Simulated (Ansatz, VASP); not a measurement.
Te2Mo in VASP and in Ansatz

```xyz
3
Lattice="3.5363 0.0000 0.0000 -1.7682 3.0626 0.0000 0.0000 0.0000 17.4064" Properties=species:S:1:pos:R:3 pbc="T T T"
Te    0.0000    2.0417    1.7780
Te    0.0000    2.0417   15.6285
Mo    0.0000    0.0000    0.0000
```

Alike in both runs: task single point; functional r2SCAN; k mesh 9 × 9 × 2; occupations fermi-dirac, width 0.05 eV; no spin polarisation.

|  | VASP | Ansatz |
| --- | --- | --- |
| version | VASP 6.6.1 | Ansatz 0.2.0 |
| potentials or method | VASP PAW PBE potentials, release 64 (Te, Mo_sv) | Ansatz PAW |
| plane-wave cutoff (eV) | 520 | 500 |
| valence electrons in the cell | 26 | 46 |

VASP gave:

* gap on the k mesh at the Fermi level (eV): 1.16
* least direct gap on the mesh (eV): 1.16
* rms of the force components (eV/Å): 0.153

Task: What did Ansatz give for the same quantities?

Result: gap on the k mesh at the Fermi level (eV): 1.16; least direct gap on the mesh (eV): 1.16; rms of the force components (eV/Å): 0.139.

VASP's potentials were made for PBE, not for r2SCAN. Atom by atom the forces differ by 0.013 eV/Å (rms over components). With one functional, cell and mesh, what is left measures potentials, basis and numerics. VASP's potentials hold 26 valence electrons a cell and Ansatz's 46, so a difference there can come from the potentials and not from the codes.

Neither program's run includes spin-orbit coupling. Noted on Ansatz's run: odd divisions of the mesh miss points on the zone boundary, where band edges often lie, so the gap on the mesh can be too wide.
